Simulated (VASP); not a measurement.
# TiO2 (P4_2/mnm) in VASP: further runs

The runs below take TiO2 through single point, with PBE, PBEsol.

Everything below comes from runs of VASP 6.6.1. Logs are shortened: lines on timing, memory, paths and dates and some standing lists are left out, and cuts for length are marked.

## Step 1: The cell of the first run

The structure is tetragonal, space group P4_2/mnm (No. 136). Conventional cell: a = 4.594 Å, b = 4.594 Å, c = 2.959 Å, α = 90.00°, β = 90.00°, γ = 90.00°. Ti (site symmetry mmm) has 6 O at 1.95 to 1.98 Å within 2.6 Å. Within 2.6 Å of O (site symmetry m2m) lie 3 Ti at 1.95 to 1.98 Å and 1 O at 2.54 Å.

## Step 2: Single point, PBE

INCAR

```
PREC     = Accurate       # precision mode
ENCUT    = 600            # plane-wave cutoff, eV
EDIFF    = 1E-6           # SCF threshold, eV
ISMEAR   = 0              # smearing method
SIGMA    = 0.01           # smearing width, eV
LREAL    = False          # projectors in reciprocal space
LASPH    = True           # aspherical terms in the spheres
NELM     = 120            # most SCF steps
ALGO     = Normal         # electronic algorithm
ISIF     = 2              # what is computed and relaxed
LWAVE    = False          # write WAVECAR
LCHARG   = False          # write CHGCAR
GGA      = PE             # functional
NBANDS   = 33             # bands
GGA_COMPAT= False
```

KPOINTS

```
regular mesh
0
Gamma
  2 2 2
```

POSCAR

```
TiO2
1.0
    4.5940000000      0.0000000000      0.0000000000
    0.0000000000      4.5940000000      0.0000000000
    0.0000000000      0.0000000000      2.9590000000
Ti O
2 4
Direct
    0.0000000000      0.0000000000      0.0000000000
    0.5000000000      0.5000000000      0.5000000000
    0.3048000000      0.3048000000      0.0000000000
    0.6952000000      0.6952000000      0.0000000000
    0.8048000000      0.1952000000      0.5000000000
    0.1952000000      0.8048000000      0.5000000000
```

Potentials or basis: VASP PAW PBE potentials, release 64 (Ti_sv, O).

Command:

```bash
> cat potpaw_PBE.64/Ti_sv/POTCAR potpaw_PBE.64/O/POTCAR > POTCAR
> mpirun -np 1 vasp_std > vasp.out
```

OUTCAR:

```text
PREC = Accurate
   ENCUT = 600
   EDIFF = 1E-6
   ISMEAR = 0
   LREAL = False
   LASPH = True
   NELM = 120
   ISIF = 2
   GGA = PE

 ion  position               nearest neighbor table
   1  0.000  0.000  0.000-   5 1.95   6 1.95   5 1.95   6 1.95   3 1.98   4 1.98
   2  0.500  0.500  0.500-   3 1.95   4 1.95   3 1.95   4 1.95   5 1.98   6 1.98
   3  0.305  0.305  0.000-   2 1.95   2 1.95   1 1.98
   4  0.695  0.695  0.000-   2 1.95   2 1.95   1 1.98
   5  0.805  0.195  0.500-   1 1.95   1 1.95   2 1.98
   6  0.195  0.805  0.500-   1 1.95   1 1.95   2 1.98

  LATTYP: Found a simple tetragonal cell.
 ALAT       =     4.5940000000
 C/A-ratio  =     0.6441010013

  Lattice vectors:

 A1 = (   4.5940000000,   0.0000000000,   0.0000000000)
 A2 = (   0.0000000000,   4.5940000000,   0.0000000000)
 A3 = (   0.0000000000,   0.0000000000,   2.9590000000)

Analysis of symmetry for initial positions (statically):
=====================================================================
 Subroutine PRICEL returns:
 Original cell was already a primitive cell.

 Routine SETGRP: Setting up the symmetry group for a
 simple tetragonal supercell.

 Subroutine GETGRP returns: Found 16 space group operations
 (whereof  8 operations were pure point group operations)
 out of a pool of 16 trial point group operations.

The static configuration has the point symmetry D_2h.
 The point group associated with its full space group is D_4h.

Analysis of symmetry for dynamics (positions and initial velocities):
=====================================================================
 Subroutine PRICEL returns:
 Original cell was already a primitive cell.

 Routine SETGRP: Setting up the symmetry group for a
 simple tetragonal supercell.

 Subroutine GETGRP returns: Found 16 space group operations
 (whereof  8 operations were pure point group operations)
 out of a pool of 16 trial point group operations.

The dynamic configuration has the point symmetry D_2h.
 The point group associated with its full space group is D_4h.

 Subroutine INISYM returns: Found 16 space group operations
 (whereof  8 operations are pure point group operations),
 and found     1 'primitive' translations

----------------------------------------------------------------------------------------

                                     Primitive cell

  volume of cell :      62.4492

  direct lattice vectors                    reciprocal lattice vectors
     4.594000000  0.000000000  0.000000000     0.217675229  0.000000000  0.000000000
     0.000000000  4.594000000  0.000000000     0.000000000  0.217675229  0.000000000
     0.000000000  0.000000000  2.959000000     0.000000000  0.000000000  0.337952011

  length of vectors
     4.594000000  4.594000000  2.959000000     0.217675229  0.217675229  0.337952011

  position of ions in fractional coordinates (direct lattice)
     0.000000000  0.000000000  0.000000000
     0.500000000  0.500000000  0.500000000
     0.304800000  0.304800000  0.000000000
     0.695200000  0.695200000  0.000000000
     0.804800000  0.195200000  0.500000000
     0.195200000  0.804800000  0.500000000

  ion indices of the primitive-cell ions
   primitive index   ion index
                 1           1
                 2           2
                 3           3
                 4           4
                 5           5
                 6           6

----------------------------------------------------------------------------------------

 KPOINTS: regular mesh

Automatic generation of k-mesh.
 Grid dimensions read from file:
 generate k-points for:    2    2    2

 Generating k-lattice:

  Cartesian coordinates                     Fractional coordinates (reciprocal lattice)
     0.108837614  0.000000000  0.000000000     0.500000000  0.000000000  0.000000000
     0.000000000  0.108837614  0.000000000     0.000000000  0.500000000  0.000000000
     0.000000000  0.000000000  0.168976005     0.000000000  0.000000000  0.500000000

  Length of vectors
     0.108837614  0.108837614  0.168976005

  Shift w.r.t. Gamma in fractional coordinates (k-lattice)
     0.000000000  0.000000000  0.000000000

 Subroutine IBZKPT returns following result:
 ===========================================

 Found      6 irreducible k-points:

 Following reciprocal coordinates:
            Coordinates               Weight
  0.000000  0.000000  0.000000      1.000000
  0.500000  0.000000  0.000000      2.000000
  0.500000  0.500000  0.000000      1.000000
  0.000000  0.000000  0.500000      1.000000
  0.500000  0.000000  0.500000      2.000000
  0.500000  0.500000  0.500000      1.000000
   k-points           NKPTS =      6   k-points in BZ     NKDIM =      6   number of bands    NBANDS=     33
   number of dos      NEDOS =    301   number of ions     NIONS =      6
   total plane-waves  NPLWV =  38400
   dimension x,y,z NGX =    40 NGY =   40 NGZ =   24
   dimension x,y,z NGXF=    80 NGYF=   80 NGZF=   48
   ions per type =               2   4
   NGX,Y,Z   is equivalent  to a cutoff of  14.48, 14.48, 13.48 a.u.
   NGXF,Y,Z  is equivalent  to a cutoff of  28.95, 28.95, 26.97 a.u.
 SYSTEM =  unknown system
   PREC   = accura    normal or accurate (medium, high low for compatibility)
   ISTART =      0    job   : 0-new  1-cont  2-samecut
   ICHARG =      2    charge: 1-file 2-atom 10-const
   ISPIN  =      1    spin polarized calculation?
   LNONCOLLINEAR =      F non collinear calculations
   LSORBIT =      F    spin-orbit coupling
   LASPH  =      T    aspherical Exc in radial PAW
   ENCUT  =  600.0 eV  44.10 Ry    6.64 a.u.   9.18  9.18  5.91*2*pi/ulx,y,z
   NELM   =    120;   NELMIN=  2; NELMDL= -5     # of ELM steps
   EDIFF  = 0.1E-05   stopping-criterion for ELM
   LREAL  =      F    real-space projection
   EDIFFG = 0.1E-04   stopping-criterion for IOM
   NSW    =      0    number of steps for IOM
   IBRION =     -1    ionic relax: 0-MD 1-quasi-New 2-CG
   NFREE  =      0    steps in history (QN), initial steepest desc. (CG)
   ISIF   =      2    stress and relaxation
   ISYM   =      2    0-nonsym 1-usesym 2-fastsym
   POTIM  = 0.5000    time-step for ionic-motion
   TEBEG  =    0.0;   TEEND  =   0.0 temperature during run
   PSTRESS=    0.0 pullay stress
   NELECT =      48.0000    total number of electrons
   NUPDOWN=      -1.0000    fix difference up-down
   EMIN   =  10.00;   EMAX   =-10.00  energy-range for DOS
   EFERMI =   0.00;   METHOD = LEGACY
   ISMEAR =     0;   SIGMA  =   0.01  broadening in eV -4-tet -1-fermi 0-gaus
   EFERMI_NEDOS =   21; number of points for ismear=-14 and -15
   IALGO  =     38    algorithm
   IMIX   =      4    mixing-type and parameters
     AMIX     =   0.40;   BMIX     =  1.00
     AMIX_MAG =   1.60;   BMIX_MAG =  1.00
  volume/ion in A,a.u.               =      10.41        70.24
  Fermi-wavevector in a.u.,A,eV,Ry     =   1.499614  2.833860 30.597370  2.248843
  Thomas-Fermi vector in A             =   2.611221
   LORBIT       =      0    0 simple, 1 ext, 2 COOP (PROOUT), +10 PAW based schemes
   GGA     = PE    functional components
   LHFCALC =     F    Hartree Fock is set to
   AEXX    =    0.0000 exact exchange contribution
   IVDW    =     0    specifies the selected vdW correction
   LEPSILON=     F    determine dielectric tensor
   LRPA    =     F    only Hartree local field effects (RPA)
 non-spin polarized calculation
 Gauss-broadening in eV      SIGMA  =   0.01
  energy-cutoff  :      600.00
  volume of cell :       62.45
 maximum number of plane-waves:      2092
 NGX is ok and might be reduce to    40
   NGX = 19   NGY = 19   NGZ = 11

 number of electron      47.9999988 magnetization

 Free energy of the ion-electron system (eV)
  ---------------------------------------------------
  ext. energy  EPLUGINS =         0.00000000
  ---------------------------------------------------
  free energy    TOTEN  =       -53.15558958 eV

  energy without entropy =      -53.15558958  energy(sigma->0) =      -53.15558958

 E-fermi :   5.0487     XC(G=0): -11.4045

 val. band max:        4.9418513640   @ k =   0.0000   0.0000   0.0000
 cond. band min:       6.6157279858   @ k =   0.0000   0.0000   0.0000
 fundamental gap:      1.6738766218
 Fermi energy:         5.0486729983

 k-point     1 :       0.0000    0.0000    0.0000
  band No.  band energies     occupation
      1     -52.2135      2.00000
      2     -52.1967      2.00000
      3     -28.5162      2.00000
      4     -28.5162      2.00000
      5     -28.3528      2.00000
      6     -28.3528      2.00000
[... 25 lines left out ...]
     32      11.3958      0.00000
     33      11.3986      0.00000

 k-point     2 :       0.5000    0.0000    0.0000
  band No.  band energies     occupation
      1     -52.2051      2.00000
      2     -52.2051      2.00000
      3     -28.4668      2.00000
      4     -28.4668      2.00000
      5     -28.4062      2.00000
      6     -28.4062      2.00000
[... 25 lines left out ...]
     32      10.8699      0.00000
     33      11.0387      0.00000

 k-point     3 :       0.5000    0.5000    0.0000
  band No.  band energies     occupation
      1     -52.2050      2.00000
      2     -52.2050      2.00000
      3     -28.5282      2.00000
      4     -28.5282      2.00000
      5     -28.3454      2.00000
      6     -28.3454      2.00000
[... 25 lines left out ...]
     32      10.5766      0.00000
     33      11.3846      0.00000

 k-point     4 :       0.0000    0.0000    0.5000
  band No.  band energies     occupation
      1     -52.1653      2.00000
      2     -52.1653      2.00000
      3     -28.7245      2.00000
      4     -28.7245      2.00000
      5     -28.3712      2.00000
      6     -28.3712      2.00000
[... 25 lines left out ...]
     32      10.2582      0.00000
     33      10.7722      0.00000

 k-point     5 :       0.5000    0.0000    0.5000
  band No.  band energies     occupation
      1     -52.1653      2.00000
      2     -52.1653      2.00000
      3     -28.7355      2.00000
      4     -28.7355      2.00000
      5     -28.3638      2.00000
      6     -28.3638      2.00000
[... 25 lines left out ...]
     32       9.6704      0.00000
     33      11.8919      0.00000

 k-point     6 :       0.5000    0.5000    0.5000
  band No.  band energies     occupation
      1     -52.1652      2.00000
      2     -52.1652      2.00000
      3     -28.7237      2.00000
      4     -28.7237      2.00000
      5     -28.3734      2.00000
      6     -28.3734      2.00000
[... 25 lines left out ...]
     32      10.6775      0.00000
     33      10.7522      0.00000

------------------------ aborting loop because EDIFF is reached ----------------------------------------

  FORCE on cell =-STRESS in cart. coord.  units (eV):
  Direction    XX          YY          ZZ          XY          YZ          ZX
  --------------------------------------------------------------------------------------
  -------------------------------------------------------------------------------------
  Total        2.5427966      2.5427966      2.9969321      0.0000000      0.0000000      0.0000000
  in kB       65.2371910     65.2371910     76.8883491      0.0000000      0.0000000      0.0000000
  external PRESSURE =      69.1209104 kB  Pullay stress =       0.0000000 kB

 VOLUME and BASIS-vectors are now :
 -----------------------------------------------------------------------------
  energy-cutoff  :      600.00
  volume of cell :       62.45
      direct lattice vectors                 reciprocal lattice vectors
     4.594000000  0.000000000  0.000000000     0.217675229  0.000000000  0.000000000
     0.000000000  4.594000000  0.000000000     0.000000000  0.217675229  0.000000000
     0.000000000  0.000000000  2.959000000     0.000000000  0.000000000  0.337952011

 POSITION                                       TOTAL-FORCE (eV/Angst)
 -----------------------------------------------------------------------------------
      0.00000      0.00000      0.00000         0.000000      0.000000      0.000000
      2.29700      2.29700      1.47950         0.000000      0.000000      0.000000
      1.40025      1.40025      0.00000        -0.220161     -0.220161     -0.000000
      3.19375      3.19375      0.00000         0.220161      0.220161      0.000000
      3.69725      0.89675      1.47950        -0.220161      0.220161      0.000000
      0.89675      3.69725      1.47950         0.220161     -0.220161     -0.000000
 -----------------------------------------------------------------------------------
    total drift:                                0.000000     -0.000000     -0.000000

  FREE ENERGIE OF THE ION-ELECTRON SYSTEM (eV)
  ---------------------------------------------------
  free  energy   TOTEN  =       -53.1555895766 eV

  energy  without entropy=      -53.1555895766  energy(sigma->0) =      -53.15558958
```

It used 16 s of CPU time on 1 thread of AMD EPYC 7R13 Processor (Zen 3), with other jobs on the host.

Results:

- Free energy: -53.1556 eV
- Pressure: 6.9 GPa
- Largest force: 0.311 eV/Å
- Band gap on the k mesh: 1.67 eV, direct

Forces on the atoms (eV/Å):
```
Ti   0.000  0.000  0.000
Ti   0.000  0.000  0.000
O   -0.220 -0.220  0.000
O    0.220  0.220  0.000
O   -0.220  0.220  0.000
O    0.220 -0.220  0.000
```

Caveat: the k points lie up to 1.06 Å⁻¹ apart. A k mesh can miss the band edges.

## Step 3: Single point, PBE

INCAR

```
SYSTEM = TiO2
PREC     = Accurate       ! precision mode
ENCUT    = 600            ! plane-wave cutoff, eV
EDIFF    = 1E-6           ! SCF threshold, eV
ISMEAR   = 0              ! smearing method
SIGMA    = 0.01           ! smearing width, eV
LREAL    = .FALSE.        ! projectors in reciprocal space
LASPH    = .TRUE.         ! aspherical terms in the spheres
NELM     = 120            ! most SCF steps
ALGO     = Normal         ! electronic algorithm
ISIF     = 2              ! what is computed and relaxed
LWAVE    = .FALSE.        ! write WAVECAR
LCHARG   = .FALSE.        ! write CHGCAR
GGA      = PE             ! functional
NBANDS   = 33             ! bands
GGA_COMPAT= .FALSE.
```

KPOINTS

```
regular mesh
0
G
  2 2 3
  0 0 0
```

POSCAR is that of step 2.

Potentials or basis: VASP PAW PBE potentials, release 64 (Ti_sv, O).

Command:

```bash
> cat potpaw_PBE.64/Ti_sv/POTCAR potpaw_PBE.64/O/POTCAR > POTCAR
> mpirun -np 1 vasp_std > vasp.out
```

It used 16 s of CPU time on 1 thread of AMD EPYC 7R13 Processor (Zen 3), on a shared host.

It converged, with:

* Free energy: -53.5656 eV
* Pressure: 5.7 GPa
* Largest force: 0.075 eV/Å
* Band gap on the k mesh: 1.82 eV, direct

Forces on the atoms (eV/Å):
```
Ti   0.000  0.000  0.000
Ti   0.000  0.000  0.000
O   -0.053 -0.053  0.000
O    0.053  0.053  0.000
O   -0.053  0.053  0.000
O    0.053 -0.053  0.000
```

Stress tensor (GPa, compression positive):
```
5.62 0.00 0.00
0.00 5.62 0.00
0.00 0.00 5.76
```

Levels at points of the mesh, in eV from the valence-band top:
| k point | band 21 | band 22 | band 23 | band 24 | band 25 | band 26 | band 27 | band 28 |
| --- | --- | --- | --- | --- | --- | --- | --- | --- |
| (0.00, 0.00, 0.00) | -0.70 | -0.45 | -0.45 | 0.00 | 1.82 | 2.13 | 2.35 | 2.45 |
| (0.50, 0.00, 0.00) | -1.64 | -1.64 | -0.75 | -0.75 | 2.50 | 2.50 | 2.97 | 2.97 |
| (0.50, 0.50, 0.00) | -1.31 | -1.31 | -1.06 | -1.06 | 1.87 | 1.87 | 2.47 | 2.47 |

Caveat: the k points lie up to 0.71 Å⁻¹ apart.

## Step 4: Single point, PBEsol

INCAR

```
SYSTEM = TiO2
PREC     = Accurate       ! precision mode
ENCUT    = 600            ! plane-wave cutoff, eV
EDIFF    = 1E-6           ! SCF threshold, eV
ISMEAR   = 0              ! smearing method
SIGMA    = 0.01           ! smearing width, eV
LREAL    = .False.        ! projectors in reciprocal space
LASPH    = .True.         ! aspherical terms in the spheres
NELM     = 120            ! most SCF steps
ALGO     = Normal         ! electronic algorithm
ISIF     = 2              ! what is computed and relaxed
LWAVE    = .False.        ! write WAVECAR
LCHARG   = .True.         ! write CHGCAR
GGA      = PS             ! functional
LELF     = .True.         ! ELF
LVHAR    = .True.       
NBANDS   = 33             ! bands
GGA_COMPAT= .False.
```

KPOINTS

```
Automatic mesh
0
Gamma
  4 4 6
  0 0 0
```

POSCAR is that of step 3.

Command:

```bash
> cat potpaw_PBE.64/Ti_sv/POTCAR potpaw_PBE.64/O/POTCAR > POTCAR
> mpirun -np 1 vasp_std > vasp.out
```

It used 52 s of CPU time on 1 thread of AMD EPYC 7R13 Processor (Zen 3) (shared host).

Results (log left out):

```
Free energy            : -56.1033 eV
Pressure               : -1.6 GPa
Largest force          : 0.026 eV/Å
Band gap on the k mesh : 1.83 eV, direct
```

Forces on the atoms (eV/Å):
```
Ti   0.000  0.000  0.000
Ti   0.000  0.000  0.000
O   -0.018 -0.018  0.000
O    0.018  0.018  0.000
O   -0.018  0.018  0.000
O    0.018 -0.018  0.000
```

Stress tensor (GPa, compression positive):
```
-1.03  0.00  0.00
 0.00 -1.03  0.00
 0.00  0.00 -2.87
```

Levels at points of the mesh, in eV from the valence-band top:
| k point | band 20 | band 21 | band 22 | band 23 | band 24 | band 25 | band 26 | band 27 | band 28 | band 29 |
| --- | --- | --- | --- | --- | --- | --- | --- | --- | --- | --- |
| (0.00, 0.00, 0.00) | -2.00 | -0.71 | -0.45 | -0.45 | 0.00 | 1.83 | 2.12 | 2.37 | 2.46 | 2.46 |
| (0.50, 0.00, 0.00) | -3.07 | -1.66 | -1.66 | -0.76 | -0.76 | 2.50 | 2.50 | 2.99 | 2.99 | 3.55 |
| (0.50, 0.50, 0.00) | -2.22 | -1.32 | -1.32 | -1.07 | -1.07 | 1.87 | 1.87 | 2.49 | 2.49 | 3.82 |
| (0.00, 0.00, 0.50) | -2.77 | -2.42 | -2.42 | -1.44 | -1.44 | 2.95 | 2.95 | 3.14 | 3.14 | 3.66 |
| (0.50, 0.00, 0.50) | -2.41 | -2.07 | -2.07 | -1.05 | -1.05 | 1.86 | 1.86 | 3.16 | 3.16 | 3.91 |
| (0.50, 0.50, 0.50) | -2.74 | -1.30 | -1.30 | -0.68 | -0.68 | 2.56 | 2.56 | 3.18 | 3.18 | 3.19 |

Caveat: the PAW data sets were made with another functional, which shifts forces and pressure a little. Expect the measured gap to be larger: semilocal functionals such as PBEsol lack the derivative discontinuity.

## Step 5: Single point, PBE

INCAR

```
PREC = Accurate ; ENCUT = 600
EDIFF = 1E-6 ; ISMEAR = 0
SIGMA = 0.01 ; LREAL = False
LASPH = True ; NELM = 120
ALGO = Normal ; ISIF = 2
LWAVE = False ; LCHARG = False
GGA = PE ; NBANDS = 33
GGA_COMPAT = False
```

KPOINTS

```
regular mesh
0
Gamma
  5 5 8
```

POSCAR is that of step 4.

Command:

```bash
> cat potpaw_PBE.64/Ti_sv/POTCAR potpaw_PBE.64/O/POTCAR > POTCAR
> mpirun -np 1 vasp_std > vasp.out
```

It used 62 s of CPU time on 1 thread of AMD EPYC 7R13 Processor (Zen 3), on a shared host.

The run converged. Its results:

- Free energy: -53.6543 eV
- Pressure: 5.4 GPa
- Largest force: 0.096 eV/Å
- Band gap on the k mesh: 1.86 eV, direct

Forces on the atoms (eV/Å):
```
Ti   0.000  0.000  0.000
Ti   0.000  0.000  0.000
O   -0.068 -0.068  0.000
O    0.068  0.068  0.000
O   -0.068  0.068  0.000
O    0.068 -0.068  0.000
```

Stress tensor (GPa, compression positive):
```
5.63 0.00 0.00
0.00 5.63 0.00
0.00 0.00 4.99
```

Levels at points of the mesh, in eV from the valence-band top:
| k point | band 21 | band 22 | band 23 | band 24 | band 25 | band 26 | band 27 | band 28 |
| --- | --- | --- | --- | --- | --- | --- | --- | --- |
| (0.00, 0.00, 0.00) | -0.71 | -0.45 | -0.45 | 0.00 | 1.86 | 2.17 | 2.39 | 2.49 |
| (0.00, 0.00, 0.50) | -2.37 | -2.37 | -1.43 | -1.43 | 2.96 | 2.96 | 3.15 | 3.15 |

A k mesh can miss the band edges.

## Step 6: Overview

| level | k mesh | gap on the mesh (eV) | pressure (GPa) | largest force (eV/Å) |
| --- | --- | --- | --- | --- |
| PBE | 2 × 2 × 2 | 1.67 | 6.9 | 0.31 |
| PBE | 2 × 2 × 3 | 1.82 | 5.7 | 0.08 |
| PBEsol | 4 × 4 × 6 | 1.83 | -1.6 | 0.03 |
| PBE | 5 × 5 × 8 | 1.86 | 5.4 | 0.10 |

Alike in all rows: task single point; potentials or basis VASP PAW PBE potentials, release 64 (Ti_sv, O); no spin polarisation; cell as given; cutoff (eV) 600; smearing gaussian 0.01 eV.

Caveats: some runs use coarse meshes; the PAW data sets were made with another functional, which shifts forces and pressure a little (some runs).

Total energies depend on the potentials used, so only differences within one code and one set of settings carry meaning.
